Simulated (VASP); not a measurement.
# Sn (I4_1/amd) in VASP: further runs

Aim: see how the results for Sn move with the level of theory and the settings. Levels: BLYP+D4, PBE+D3(BJ), PBE+D4, PBEsol+D3(BJ), revPBE+D3(BJ). Tasks: relaxation of cell and atoms.

Everything below comes from runs of VASP 6.6.1. Logs are shortened: lines on timing, memory, paths and dates and some standing lists are left out, and cuts for length are marked.

### Step 1. The cell of the first run

The structure is tetragonal, space group I4_1/amd (No. 141). The conventional cell has a = 5.880 Å, b = 5.880 Å, c = 3.199 Å, α = 90.00°, β = 90.00°, γ = 90.00°. Sn (site symmetry -4m2) has 10 Sn at 3.05 to 3.79 Å within 4.0 Å.

### Step 2. Relaxation of cell and atoms, BLYP+D4

INCAR

```
AGGAC    = 1.0          
AGGAX    = 1.0          
ALDAC    = 0.0          
ALDAX    = 1.0          
ALGO     = Normal         # electronic algorithm
EDIFF    = 1E-6           # SCF threshold, eV
EDIFFG   = -0.01          # ionic threshold
ENCUT    = 600            # plane-wave cutoff, eV
GGA      = B5             # functional
IBRION   = 2              # ionic algorithm
ISIF     = 3              # what is computed and relaxed
ISMEAR   = -1             # smearing method
IVDW     = 13             # dispersion correction
LASPH    = T              # aspherical terms in the spheres
LCHARG   = F              # write CHGCAR
LREAL    = F              # projectors in reciprocal space
LWAVE    = F              # write WAVECAR
NELM     = 80             # most SCF steps
NSW      = 60             # ionic steps
PREC     = Accurate       # precision mode
SIGMA    = 0.05           # smearing width, eV
VDW_A1   = 0.44488865   
VDW_A2   = 4.0933009    
VDW_S6   = 1.0          
VDW_S8   = 2.34076671
```

KPOINTS

```
k-points
0
Gamma
  9 9 9
```

POSCAR

```
Sn
1.0
   -2.9401404553      2.9401404553      1.5993019889
    2.9401404553     -2.9401404553      1.5993019889
    2.9401404553      2.9401404553     -1.5993019889
Sn
2
Direct
    0.0000000000      0.0000000000      0.0000000000
    0.7500000000      0.2500000000      0.5000000000
```

Potentials or basis: VASP PAW PBE potentials, release 64 (Sn_d).

Command:

```bash
$ cat potpaw_PBE.64/Sn_d/POTCAR > POTCAR
$ mpirun -np 1 vasp_std > vasp.out
```

OUTCAR:

```text
EDIFF = 1E-6
   EDIFFG = -0.01
   ENCUT = 600
   GGA = B5
   IBRION = 2
   ISIF = 3
   ISMEAR = -1
   IVDW = 13
   LASPH = T
   LREAL = F
   NELM = 80
   NSW = 60
   PREC = Accurate

 ion  position               nearest neighbor table
   1  0.000  0.000  0.000-   2 3.05   2 3.05   2 3.05   2 3.05
   2  0.750  0.250  0.500-   1 3.05   1 3.05   1 3.05   1 3.05

  LATTYP: Found a body centered tetragonal cell.
 ALAT       =     5.8802809106
 C/A-ratio  =     0.5439542815

  Lattice vectors:

 A1 = (  -2.9401404553,   2.9401404553,   1.5993019889)
 A2 = (   2.9401404553,  -2.9401404553,   1.5993019889)
 A3 = (   2.9401404553,   2.9401404553,  -1.5993019889)

Analysis of symmetry for initial positions (statically):
=====================================================================
 Subroutine PRICEL returns:
 Original cell was already a primitive cell.

 Routine SETGRP: Setting up the symmetry group for a
 body centered tetragonal supercell.

 Subroutine GETGRP returns: Found 16 space group operations
 (whereof  8 operations were pure point group operations)
 out of a pool of 16 trial point group operations.

The static configuration has the point symmetry D_2d.
 The point group associated with its full space group is D_4h.

Analysis of symmetry for dynamics (positions and initial velocities):
=====================================================================
 Subroutine PRICEL returns:
 Original cell was already a primitive cell.

 Routine SETGRP: Setting up the symmetry group for a
 body centered tetragonal supercell.

 Subroutine GETGRP returns: Found 16 space group operations
 (whereof  8 operations were pure point group operations)
 out of a pool of 16 trial point group operations.

The dynamic configuration has the point symmetry D_2d.
 The point group associated with its full space group is D_4h.

 Subroutine INISYM returns: Found 16 space group operations
 (whereof  8 operations are pure point group operations),
 and found     1 'primitive' translations

----------------------------------------------------------------------------------------

                                     Primitive cell

  volume of cell :      55.3002

  direct lattice vectors                    reciprocal lattice vectors
    -2.940140455  2.940140455  1.599301989     0.000000000  0.170059903  0.312636390
     2.940140455 -2.940140455  1.599301989     0.170059903  0.000000000  0.312636390
     2.940140455  2.940140455 -1.599301989     0.170059903  0.170059903  0.000000000

  length of vectors
     4.454954393  4.454954393  4.454954393     0.355895888  0.355895888  0.240501021

  position of ions in fractional coordinates (direct lattice)
     0.000000000  0.000000000  0.000000000
     0.750000000  0.250000000  0.500000000

  ion indices of the primitive-cell ions
   primitive index   ion index
                 1           1
                 2           2

----------------------------------------------------------------------------------------

 KPOINTS: k-points

Automatic generation of k-mesh.
 Grid dimensions read from file:
 generate k-points for:    9    9    9

 Generating k-lattice:

  Cartesian coordinates                     Fractional coordinates (reciprocal lattice)
     0.000000000  0.018895545  0.034737377     0.111111111 -0.000000000  0.000000000
     0.018895545  0.000000000  0.034737377    -0.000000000  0.111111111  0.000000000
     0.018895545  0.018895545  0.000000000     0.000000000  0.000000000  0.111111111

  Length of vectors
     0.039543988  0.039543988  0.026722336

  Shift w.r.t. Gamma in fractional coordinates (k-lattice)
     0.000000000  0.000000000  0.000000000

 Subroutine IBZKPT returns following result:
 ===========================================

 Found     75 irreducible k-points:

 Following reciprocal coordinates:
            Coordinates               Weight
  0.000000  0.000000  0.000000      1.000000
  0.111111 -0.000000  0.000000      8.000000
  0.222222 -0.000000  0.000000      8.000000
  0.333333 -0.000000  0.000000      8.000000
  0.444444 -0.000000  0.000000      8.000000
  0.111111  0.111111  0.000000      8.000000
[... 16 lines left out ...]
 -0.333333  0.333333  0.000000      4.000000
  0.444444  0.444444 -0.000000      8.000000
 [... further k-points ...]
   k-points           NKPTS =     75   k-points in BZ     NKDIM =     75   number of bands    NBANDS=     18
   number of dos      NEDOS =    301   number of ions     NIONS =      2
   total plane-waves  NPLWV =  46656
   dimension x,y,z NGX =    36 NGY =   36 NGZ =   36
   dimension x,y,z NGXF=    72 NGYF=   72 NGZF=   72
   ions per type =               2
   NGX,Y,Z   is equivalent  to a cutoff of  13.43, 13.43, 13.43 a.u.
   NGXF,Y,Z  is equivalent  to a cutoff of  26.87, 26.87, 26.87 a.u.
 SYSTEM =  unknown system
   PREC   = accura    normal or accurate (medium, high low for compatibility)
   ISTART =      0    job   : 0-new  1-cont  2-samecut
   ICHARG =      2    charge: 1-file 2-atom 10-const
   ISPIN  =      1    spin polarized calculation?
   LNONCOLLINEAR =      F non collinear calculations
   LSORBIT =      F    spin-orbit coupling
   LASPH  =      T    aspherical Exc in radial PAW
   ENCUT  =  600.0 eV  44.10 Ry    6.64 a.u.   8.90  8.90  8.90*2*pi/ulx,y,z
   NELM   =     80;   NELMIN=  2; NELMDL= -5     # of ELM steps
   EDIFF  = 0.1E-05   stopping-criterion for ELM
   LREAL  =      F    real-space projection
   EDIFFG = -.1E-01   stopping-criterion for IOM
   NSW    =     60    number of steps for IOM
   IBRION =      2    ionic relax: 0-MD 1-quasi-New 2-CG
   NFREE  =      1    steps in history (QN), initial steepest desc. (CG)
   ISIF   =      3    stress and relaxation
   ISYM   =      2    0-nonsym 1-usesym 2-fastsym
   POTIM  = 0.5000    time-step for ionic-motion
   TEBEG  =    0.0;   TEEND  =   0.0 temperature during run
   PSTRESS=    0.0 pullay stress
   NELECT =      28.0000    total number of electrons
   NUPDOWN=      -1.0000    fix difference up-down
   EMIN   =  10.00;   EMAX   =-10.00  energy-range for DOS
   EFERMI =   0.00;   METHOD = LEGACY
   ISMEAR =    -1;   SIGMA  =   0.05  broadening in eV -4-tet -1-fermi 0-gaus
   EFERMI_NEDOS =   21; number of points for ismear=-14 and -15
   IALGO  =     38    algorithm
   IMIX   =      4    mixing-type and parameters
     AMIX     =   0.40;   BMIX     =  1.00
     AMIX_MAG =   1.60;   BMIX_MAG =  1.00
  volume/ion in A,a.u.               =      27.65       186.59
  Fermi-wavevector in a.u.,A,eV,Ry     =   1.304824  2.465760 23.164816  1.702566
  Thomas-Fermi vector in A             =   2.435734
   LORBIT       =      0    0 simple, 1 ext, 2 COOP (PROOUT), +10 PAW based schemes
   GGA     = B5    functional components
   LHFCALC =     F    Hartree Fock is set to
   AEXX    =    0.0000 exact exchange contribution
   IVDW    =    13    specifies the selected vdW correction
   LEPSILON=     F    determine dielectric tensor
   LRPA    =     F    only Hartree local field effects (RPA)
 conjugate gradient relaxation of ions
 non-spin polarized calculation
  energy-cutoff  :      600.00
  volume of cell :       55.30
 maximum number of plane-waves:      1880
   NGX = 17   NGY = 17   NGZ = 17

--------------------------------------- Ionic step        1  -------------------------------------------

 number of electron      27.9999990 magnetization

 Free energy of the ion-electron system (eV)
  ---------------------------------------------------
  ext. energy  EPLUGINS =         0.00000000
  ---------------------------------------------------
  free energy    TOTEN  =        -5.93504037 eV

  energy without entropy =       -5.92804887  energy(sigma->0) =       -5.93154462

------------------------ aborting loop because EDIFF is reached ----------------------------------------

  DFT-D4 for vdW energy calculation

  Edisp (eV):   -1.57155

  FORCE on cell =-STRESS in cart. coord.  units (eV):
  Direction    XX          YY          ZZ          XY          YZ          ZX
  --------------------------------------------------------------------------------------
  -------------------------------------------------------------------------------------
  Total       0.52380     0.52380     0.38115     0.00000     0.00000     0.00000
  in kB      15.17585    15.17585    11.04268     0.00000     0.00000     0.00000
  external pressure =       13.80 kB  Pullay stress =        0.00 kB
[... 61 lines left out ...]
  energy  without entropy=       -7.5059459193  energy(sigma->0) =       -7.50955017

--------------------------------------- Ionic step        3  -------------------------------------------

 number of electron      27.9999991 magnetization

 Free energy of the ion-electron system (eV)
  ---------------------------------------------------
  ext. energy  EPLUGINS =         0.00000000
  ---------------------------------------------------
  free energy    TOTEN  =        -5.98360711 eV

  energy without entropy =       -5.97647978  energy(sigma->0) =       -5.98004345

 E-fermi :   7.8866     XC(G=0):  -9.4554

 val. band max:        7.8261499302   @ k =  -0.1111  -0.2222   0.1111
 cond. band min:       7.8924820826   @ k =   0.4444   0.3333   0.0000
 fundamental gap:      0.0663321523
 Fermi energy:         7.8866390584

 k-point     1 :       0.0000    0.0000    0.0000
  band No.  band energies     occupation
      1     -13.6877      2.00000
      2     -13.6212      2.00000
      3     -13.5710      2.00000
      4     -13.5700      2.00000
      5     -13.4346      2.00000
      6     -13.4346      2.00000
[... 10 lines left out ...]
     17      13.7195      0.00000
     18      14.3212      0.00000
[... 466 lines left out ...]
      2     -13.6018      2.00000
      3     -13.5452      2.00000
      4     -13.5431      2.00000
      5     -13.4580      2.00000
      6     -13.4519      2.00000
[... 10 lines left out ...]
     17      11.7155      0.00000
     18      12.5173      0.00000

 [... further k-points ...]

------------------------ aborting loop because EDIFF is reached ----------------------------------------

  DFT-D4 for vdW energy calculation

  Edisp (eV):   -1.52988

  FORCE on cell =-STRESS in cart. coord.  units (eV):
  Direction    XX          YY          ZZ          XY          YZ          ZX
  --------------------------------------------------------------------------------------
  -------------------------------------------------------------------------------------
  Total       0.01016     0.01016    -0.00878     0.00000    -0.00000     0.00000
  in kB       0.28628     0.28628    -0.24725     0.00000    -0.00000     0.00000
  external pressure =        0.11 kB  Pullay stress =        0.00 kB
[... 17 lines left out ...]
  FREE ENERGIE OF THE ION-ELECTRON SYSTEM (eV)
  ---------------------------------------------------
  free  energy   TOTEN  =        -7.5134910700 eV

  energy  without entropy=       -7.5063637366  energy(sigma->0) =       -7.50992740

 reached required accuracy - stopping structural energy minimisation
```

Run time: 2.7 min. Hardware: 1 thread of Intel Xeon Platinum 8488C (Sapphire Rapids), shared host; peak memory 0.26 GiB.

What came out:

- Free energy: -7.5135 eV
- Relaxed volume: 28.44 Å³/atom
- Relaxed cell: a = 4.499 Å, b = 4.499 Å, c = 4.499 Å, α = 97.37°, β = 97.37°, γ = 138.03°
- Space group after relaxing (to 0.05 Å): I4_1/amd (No. 141)
- Energy gained by relaxing: 3.5 meV/atom
- Ionic steps: 3
- Pressure after relaxing: 0.0 GPa
- Band gap on the k mesh: zero (band 14 reaches 9.07 eV, above the bottom of band 15 at 5.36 eV)
- Dispersion energy per atom: -0.765 eV

The path:
```tsv
step	energy change (eV)	largest force (eV/Å)	pressure (GPa)	volume (Å³)
1	0.0000	0.0000	1.38	55.30
2	-0.0066	0.0000	-0.32	57.23
3	-0.0069	0.0000	0.01	56.87
```

Final structure:
```cif
data_structure
_symmetry_space_group_name_H-M 'P 1'
_symmetry_Int_Tables_number 1
_cell_length_a 4.4993
_cell_length_b 4.4993
_cell_length_c 4.4993
_cell_angle_alpha 97.369
_cell_angle_beta 97.369
_cell_angle_gamma 138.030
_cell_volume 56.87
loop_
_atom_site_label
_atom_site_type_symbol
_atom_site_fract_x
_atom_site_fract_y
_atom_site_fract_z
_atom_site_occupancy
Sn1 Sn 0.00000 0.00000 0.00000 1
Sn2 Sn 0.75000 0.25000 0.50000 1
```

Caveat: the PAW data sets were made with another functional, which shifts forces and pressure a little; spin-orbit coupling is left out, which moves the levels of the heavy elements; pairwise dispersion overbinds metals, which lowers pressure and volume.

### Step 3. Relaxation of cell and atoms, PBE+D3(BJ)

INCAR

```
SYSTEM = Sn
PREC = Accurate
ENCUT = 600
EDIFF = 1E-6
ISMEAR = -1
SIGMA = 0.05
LREAL = .FALSE.
LASPH = .TRUE.
NELM = 80
ALGO = Normal
ISIF = 3
LWAVE = .FALSE.
LCHARG = .FALSE.
GGA = PE
IVDW = 12
IBRION = 2
NSW = 60
EDIFFG = -0.01
```

KPOINTS

```
Automatic mesh
0
G
  9 9 9
  0 0 0
```

POSCAR is that of step 2.

Potentials or basis: VASP PAW PBE potentials, release 64 (Sn_d).

Command:

```bash
$ cat potpaw_PBE.64/Sn_d/POTCAR > POTCAR
$ mpirun -np 1 vasp_std > vasp.out
```

It took 2.6 min on 1 thread of Intel Xeon 6975P-C (Granite Rapids), shared host; peak memory 0.26 GiB.

The run converged. Its results:

```yaml
Free_energy: -8.3687 eV
Relaxed_volume: 27.21 Å³/atom
Relaxed_cell: a = 4.437 Å, b = 4.437 Å, c = 4.437 Å, α = 97.32°, β = 97.32°, γ = 138.18°
Space_group_after_relaxing_to_0.05_Å: I4_1/amd (No. 141)
Energy_gained_by_relaxing: 1.3 meV/atom
Ionic_steps: 6
Pressure_after_relaxing: 0.0 GPa
Band_gap_on_the_k_mesh: zero (band 14 reaches 9.16 eV, above the bottom of band 15 at 5.16 eV)
Dispersion_energy_per_atom: -0.389 eV
```

The path:
| step | energy change (eV) | largest force (eV/Å) | pressure (GPa) | volume (Å³) |
| --- | --- | --- | --- | --- |
| 1 | 0.0000 | 0.0000 | -0.83 | 55.30 |
| 2 | -0.0023 | 0.0000 | 0.27 | 54.17 |
| 3 | -0.0024 | 0.0000 | 0.02 | 54.41 |
| 4 | -0.0024 | 0.0000 | 0.05 | 54.39 |
| 5 | -0.0025 | 0.0000 | 0.06 | 54.41 |
| 6 | -0.0025 | 0.0000 | 0.04 | 54.42 |

Final structure:
```xyz
2
Lattice="-2.9308 2.9308 1.5837 2.9308 -2.9308 1.5837 2.9308 2.9308 -1.5837" Properties=species:S:1:pos:R:3 pbc="T T T"
Sn    2.9308   -2.9308    1.5837
Sn    0.0000    2.9308    0.7919
```

Levels at points of the mesh, in eV from the Fermi level:
```tsv
k point	band 11	band 12	band 13	band 14	band 15	band 16	band 17	band 18
(0.00, 0.00, 0.00)	-11.13	-3.74	-2.02	-2.02	2.93	6.13	6.13	6.93
```

Caveat: spin-orbit coupling is left out, which moves the levels of the heavy elements; pairwise dispersion overbinds metals, which lowers pressure and volume.

(Continued in part 2 of 2.)
